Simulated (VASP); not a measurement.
# Te2Mo in VASP: single point with PBEsol

Aim: the single point of Te2Mo with PBEsol.

Everything below comes from runs of VASP 6.6.1. Logs are shortened: lines on timing, memory, paths and dates and some standing lists are left out, and cuts for length are marked.

## 1. The cell of the first run

The cell holds a slab with vacuum, 3 atoms: a = 3.560 Å, b = 3.560 Å, c = 17.524 Å, α = 90.00°, β = 90.00°, γ = 120.00°.

## 2. Single point, PBEsol

INCAR

```
SYSTEM = Te2Mo
ALGO = Normal ; EDIFF = 1E-6
ENCUT = 500 ; GGA = PS
GGA_COMPAT = .False. ; ISIF = 2
ISMEAR = 1 ; LASPH = .True.
LCHARG = .False. ; LREAL = .False.
LWAVE = .False. ; NBANDS = 20
NELM = 120 ; PREC = Accurate
SIGMA = 0.1
```

KPOINTS

```
k-points
0
Gamma
  8 8 2
  0 0 0
```

POSCAR

```
Te2Mo
1.0
    3.5602328100      0.0000000000      0.0000000000
   -1.7801164100      3.0832520600      0.0000000000
    0.0000000000      0.0000000000     17.5240578200
Te Mo
2 1
Direct
    0.3333333333      0.6666666667      0.8978554500
    0.3333333333      0.6666666667      0.1021445500
    0.0000000000      0.0000000000      0.0000000000
```

Potentials or basis: VASP PAW PBE potentials, release 64 (Te, Mo_sv).

On the command line:

```sh
$ cat potpaw_PBE.64/Te/POTCAR potpaw_PBE.64/Mo_sv/POTCAR > POTCAR
$ mpirun -np 1 vasp_std > vasp.out
```

OUTCAR:

```text
SYSTEM = Te2Mo
   EDIFF = 1E-6
   ENCUT = 500
   GGA = PS
   ISIF = 2
   ISMEAR = 1
   LASPH = .True.
   LREAL = .False.
   NELM = 120
   PREC = Accurate

 ion  position               nearest neighbor table
   1  0.333  0.667  0.898-   3 2.73   3 2.73   3 2.73   2 3.58
   2  0.333  0.667  0.102-   3 2.73   3 2.73   3 2.73   1 3.58
   3  0.000  0.000  0.000-   1 2.73   2 2.73   1 2.73   2 2.73   1 2.73   2 2.73

  LATTYP: Found a hexagonal cell.
 ALAT       =     3.5602328100
 C/A-ratio  =     4.9221662614

  Lattice vectors:

 A1 = (   3.5602328100,   0.0000000000,   0.0000000000)
 A2 = (  -1.7801164100,   3.0832520600,   0.0000000000)
 A3 = (   0.0000000000,   0.0000000000,  17.5240578200)

Analysis of symmetry for initial positions (statically):
=====================================================================
 Subroutine PRICEL returns:
 Original cell was already a primitive cell.

 Routine SETGRP: Setting up the symmetry group for a
 hexagonal supercell.

 Subroutine GETGRP returns: Found 12 space group operations
 (whereof 12 operations were pure point group operations)
 out of a pool of 24 trial point group operations.

The static configuration has the point symmetry D_3h.

Analysis of symmetry for dynamics (positions and initial velocities):
=====================================================================
 Subroutine PRICEL returns:
 Original cell was already a primitive cell.

 Routine SETGRP: Setting up the symmetry group for a
 hexagonal supercell.

 Subroutine GETGRP returns: Found 12 space group operations
 (whereof 12 operations were pure point group operations)
 out of a pool of 24 trial point group operations.

The dynamic configuration has the point symmetry D_3h.

 Subroutine INISYM returns: Found 12 space group operations
 (whereof 12 operations are pure point group operations),
 and found     1 'primitive' translations

----------------------------------------------------------------------------------------

                                     Primitive cell

  volume of cell :     192.3633

  direct lattice vectors                    reciprocal lattice vectors
     3.560232810  0.000000000  0.000000000     0.280880508  0.162166437  0.000000000
    -1.780116410  3.083252060  0.000000000     0.000000000  0.324332873  0.000000000
     0.000000000  0.000000000 17.524057820     0.000000000  0.000000000  0.057064409

  length of vectors
     3.560232810  3.560232815 17.524057820     0.324332874  0.324332873  0.057064409

  position of ions in fractional coordinates (direct lattice)
     0.333333333  0.666666667  0.897855450
     0.333333333  0.666666667  0.102144550
     0.000000000  0.000000000  0.000000000

  ion indices of the primitive-cell ions
   primitive index   ion index
                 1           1
                 2           2
                 3           3

----------------------------------------------------------------------------------------

 KPOINTS: k-points

Automatic generation of k-mesh.
 Grid dimensions read from file:
 generate k-points for:    8    8    2

 Generating k-lattice:

  Cartesian coordinates                     Fractional coordinates (reciprocal lattice)
     0.035110063  0.020270805  0.000000000     0.125000000 -0.000000000  0.000000000
     0.000000000  0.040541609  0.000000000     0.000000000  0.125000000  0.000000000
     0.000000000  0.000000000  0.028532204     0.000000000  0.000000000  0.500000000

  Length of vectors
     0.040541609  0.040541609  0.028532204

  Shift w.r.t. Gamma in fractional coordinates (k-lattice)
     0.000000000  0.000000000  0.000000000

 Subroutine IBZKPT returns following result:
 ===========================================

 Found     20 irreducible k-points:

 Following reciprocal coordinates:
            Coordinates               Weight
  0.000000  0.000000  0.000000      1.000000
  0.125000  0.000000  0.000000      6.000000
  0.250000  0.000000  0.000000      6.000000
  0.375000  0.000000  0.000000      6.000000
  0.500000  0.000000  0.000000      3.000000
  0.125000  0.125000  0.000000      6.000000
[... 12 lines left out ...]
  0.250000  0.250000  0.500000      6.000000
  0.375000  0.250000  0.500000      6.000000
   k-points           NKPTS =     20   k-points in BZ     NKDIM =     20   number of bands    NBANDS=     20
   number of dos      NEDOS =    301   number of ions     NIONS =      3
   total plane-waves  NPLWV = 100352
   dimension x,y,z NGX =    28 NGY =   28 NGZ =  128
   dimension x,y,z NGXF=    56 NGYF=   56 NGZF=  256
   ions per type =               2   1
   NGX,Y,Z   is equivalent  to a cutoff of  13.07, 13.07, 12.14 a.u.
   NGXF,Y,Z  is equivalent  to a cutoff of  26.15, 26.15, 24.29 a.u.
 SYSTEM =  Te2Mo
   PREC   = accura    normal or accurate (medium, high low for compatibility)
   ISTART =      0    job   : 0-new  1-cont  2-samecut
   ICHARG =      2    charge: 1-file 2-atom 10-const
   ISPIN  =      1    spin polarized calculation?
   LNONCOLLINEAR =      F non collinear calculations
   LSORBIT =      F    spin-orbit coupling
   LASPH  =      T    aspherical Exc in radial PAW
   ENCUT  =  500.0 eV  36.75 Ry    6.06 a.u.   6.49  6.49 31.95*2*pi/ulx,y,z
   NELM   =    120;   NELMIN=  2; NELMDL= -5     # of ELM steps
   EDIFF  = 0.1E-05   stopping-criterion for ELM
   LREAL  =      F    real-space projection
   EDIFFG = 0.1E-04   stopping-criterion for IOM
   NSW    =      0    number of steps for IOM
   IBRION =     -1    ionic relax: 0-MD 1-quasi-New 2-CG
   NFREE  =      0    steps in history (QN), initial steepest desc. (CG)
   ISIF   =      2    stress and relaxation
   ISYM   =      2    0-nonsym 1-usesym 2-fastsym
   POTIM  = 0.5000    time-step for ionic-motion
   TEBEG  =    0.0;   TEEND  =   0.0 temperature during run
   PSTRESS=    0.0 pullay stress
   NELECT =      26.0000    total number of electrons
   NUPDOWN=      -1.0000    fix difference up-down
   EMIN   =  10.00;   EMAX   =-10.00  energy-range for DOS
   EFERMI =   0.00;   METHOD = LEGACY
   ISMEAR =     1;   SIGMA  =   0.10  broadening in eV -4-tet -1-fermi 0-gaus
   EFERMI_NEDOS =   21; number of points for ismear=-14 and -15
   IALGO  =     38    algorithm
   IMIX   =      4    mixing-type and parameters
     AMIX     =   0.40;   BMIX     =  1.00
     AMIX_MAG =   1.60;   BMIX_MAG =  1.00
  volume/ion in A,a.u.               =      64.12       432.71
  Fermi-wavevector in a.u.,A,eV,Ry     =   0.840153  1.587660  9.603777  0.705858
  Thomas-Fermi vector in A             =   1.954489
   LORBIT       =      0    0 simple, 1 ext, 2 COOP (PROOUT), +10 PAW based schemes
   GGA     = PS    functional components
   LHFCALC =     F    Hartree Fock is set to
   AEXX    =    0.0000 exact exchange contribution
   IVDW    =     0    specifies the selected vdW correction
   LEPSILON=     F    determine dielectric tensor
   LRPA    =     F    only Hartree local field effects (RPA)
 non-spin polarized calculation
 Methfessel and Paxton  Order N= 1 SIGMA  =   0.10
  energy-cutoff  :      500.00
  volume of cell :      192.36
 maximum number of plane-waves:      4959
 NGX is ok and might be reduce to    28
   NGX = 13   NGY = 13   NGZ = 63

 number of electron      25.9999997 magnetization

 Free energy of the ion-electron system (eV)
  ---------------------------------------------------
  ext. energy  EPLUGINS =         0.00000000
  ---------------------------------------------------
  free energy    TOTEN  =       -19.58501766 eV

  energy without entropy =      -19.58558231  energy(sigma->0) =      -19.58520587

 E-fermi :  -0.0038     XC(G=0):  -4.7509

 val. band max:       -0.0877850808   @ k =   0.3750   0.2500   0.0000
 cond. band min:       1.1732678949   @ k =   0.3750   0.2500   0.5000
 fundamental gap:      1.2610529757
 Fermi energy:        -0.0038290400

 k-point     1 :       0.0000    0.0000    0.0000
  band No.  band energies     occupation
      1     -60.5726      2.00000
      2     -34.7453      2.00000
      3     -34.6457      2.00000
      4     -34.6457      2.00000
      5     -12.5489      2.00000
      6     -11.5616      2.00000
[... 12 lines left out ...]
     19       4.8218      0.00000
     20       5.5736      0.00000

 k-point     2 :       0.1250    0.0000    0.0000
  band No.  band energies     occupation
      1     -60.5713      2.00000
      2     -34.7415      2.00000
      3     -34.6628      2.00000
      4     -34.6497      2.00000
      5     -12.3408      2.00000
      6     -11.4195      2.00000
[... 12 lines left out ...]
     19       5.0762      0.00000
     20       5.9402      0.00000

 k-point     3 :       0.2500    0.0000    0.0000
  band No.  band energies     occupation
      1     -60.5684      2.00000
      2     -34.7324      2.00000
      3     -34.7039      2.00000
      4     -34.6593      2.00000
      5     -11.7668      2.00000
      6     -11.0308      2.00000
[... 12 lines left out ...]
     19       5.7669      0.00000
     20       6.4461      0.00000

 k-point     4 :       0.3750    0.0000    0.0000
  band No.  band energies     occupation
      1     -60.5654      2.00000
      2     -34.7446      2.00000
      3     -34.7232      2.00000
      4     -34.6688      2.00000
      5     -11.0278      2.00000
      6     -10.5455      2.00000
[... 12 lines left out ...]
     19       6.0798      0.00000
     20       6.0948      0.00000

 k-point     5 :       0.5000    0.0000    0.0000
  band No.  band energies     occupation
      1     -60.5642      2.00000
      2     -34.7613      2.00000
      3     -34.7194      2.00000
      4     -34.6728      2.00000
      5     -10.6310      2.00000
      6     -10.2987      2.00000
[... 12 lines left out ...]
     19       5.9538      0.00000
     20       6.5805      0.00000
[... 261 lines left out ...]
      6     -10.7035      2.00000
[... 12 lines left out ...]
     19       6.1903      0.00000
     20       6.3426      0.00000

 k-point    18 :       0.3750    0.1250    0.5000
  band No.  band energies     occupation
      1     -60.5642      2.00000
      2     -34.7524      2.00000
      3     -34.7194      2.00000
      4     -34.6818      2.00000
      5     -10.6593      2.00000
      6     -10.3053      2.00000
[... 12 lines left out ...]
     19       6.7684      0.00000
     20       6.9656      0.00000

 k-point    19 :       0.2500    0.2500    0.5000
  band No.  band energies     occupation
      1     -60.5642      2.00000
      2     -34.7402      2.00000
      3     -34.7194      2.00000
      4     -34.6942      2.00000
      5     -10.6867      2.00000
      6     -10.3118      2.00000
[... 12 lines left out ...]
     19       6.3672      0.00000
     20       6.9454      0.00000

 k-point    20 :       0.3750    0.2500    0.5000
  band No.  band energies     occupation
      1     -60.5633      2.00000
      2     -34.7418      2.00000
      3     -34.7168      2.00000
      4     -34.7072      2.00000
      5     -10.3961      2.00000
      6     -10.1219      2.00000
[... 12 lines left out ...]
     19       5.9001      0.00000
     20       7.2068      0.00000

------------------------ aborting loop because EDIFF is reached ----------------------------------------

  FORCE on cell =-STRESS in cart. coord.  units (eV):
  Direction    XX          YY          ZZ          XY          YZ          ZX
  --------------------------------------------------------------------------------------
  -------------------------------------------------------------------------------------
  Total       -1.5756810     -1.5756810     -0.5319760      0.0000000      0.0000000      0.0000000
  in kB      -13.1237142    -13.1237142     -4.4307833      0.0000000      0.0000000      0.0000000
  external PRESSURE =     -10.2260706 kB  Pullay stress =       0.0000000 kB

 VOLUME and BASIS-vectors are now :
 -----------------------------------------------------------------------------
  energy-cutoff  :      500.00
  volume of cell :      192.36
      direct lattice vectors                 reciprocal lattice vectors
     3.560232810  0.000000000  0.000000000     0.280880508  0.162166437  0.000000000
    -1.780116410  3.083252060  0.000000000     0.000000000  0.324332873  0.000000000
     0.000000000  0.000000000 17.524057820     0.000000000  0.000000000  0.057064409

 POSITION                                       TOTAL-FORCE (eV/Angst)
 -----------------------------------------------------------------------------------
     -0.00000      2.05550     15.73407         0.000000     -0.000000      0.146205
     -0.00000      2.05550      1.78999         0.000000     -0.000000     -0.146205
      0.00000      0.00000      0.00000        -0.000000      0.000000      0.000000
 -----------------------------------------------------------------------------------
    total drift:                                0.000000     -0.000000     -0.000000

  FREE ENERGIE OF THE ION-ELECTRON SYSTEM (eV)
  ---------------------------------------------------
  free  energy   TOTEN  =       -19.5850176551 eV

  energy  without entropy=      -19.5855823066  energy(sigma->0) =      -19.58520587
```

Run time: 2.4 min. Hardware: 1 thread of AMD EPYC 7R43 (Zen 3), shared host; peak memory 0.28 GiB.

Results:

```yaml
Free_energy: -19.5850 eV
Largest_force: 0.146 eV/Å
Band_gap_on_the_k_mesh: 1.26 eV, direct
```

Forces in eV/Å, atoms in the order of the input:
```
Te   0.000  0.000  0.146
Te   0.000  0.000 -0.146
Mo   0.000  0.000  0.000
```

Caveat: the PAW data sets were made with another functional, which shifts forces and pressure a little; spin-orbit coupling is left out, which moves the levels of the heavy elements.
